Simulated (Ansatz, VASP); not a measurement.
# Be2S in VASP and in Ansatz

```
Be S
1.0
     3.15757    0.00000    0.00000
     0.00000    3.15757    0.00000
     0.00000    0.00000    3.94037
Be S
2 1
Cartesian
  0.0000 1.5788 0.6641
  1.5788 0.0000 3.2763
  1.5788 1.5788 1.9702
```

Alike in both runs: task single point; functional PBE-based screened hybrid; k mesh 4 × 4 × 4; occupations fermi-dirac, width 0.05 eV; no spin polarisation.

|  | VASP | Ansatz |
| --- | --- | --- |
| version | VASP 6.6.1 | Ansatz 0.2.0 |
| potentials or method | VASP PAW PBE potentials, release 64 (Be, S) | Ansatz PAW |
| plane-wave cutoff (eV) | 520 | 420 |
| valence electrons in the cell | 10 | 10 |

|  | VASP | Ansatz | Ansatz less VASP |
| --- | --- | --- | --- |
| gap on the k mesh at the Fermi level (eV) | none | none | - |
| pressure (GPa) | -1.0 | -0.8 | +0.15 |
| traceless stress, the component that is largest in VASP (GPa) | -1.17 | -1.23 | -0.057 |
| rms of the force components (eV/Å) | 0.093 | 0.096 | +0.0030 |

VASP's potentials were made for PBE, not for PBE-based screened hybrid. Atom by atom the forces differ by 0.003 eV/Å (rms over components). A gap of «none» marks a metal or a gap that the smearing closes. With one functional, cell and mesh, what is left measures potentials, basis and numerics.

The k mesh is coarse, so the values compare programs but aren't converged.
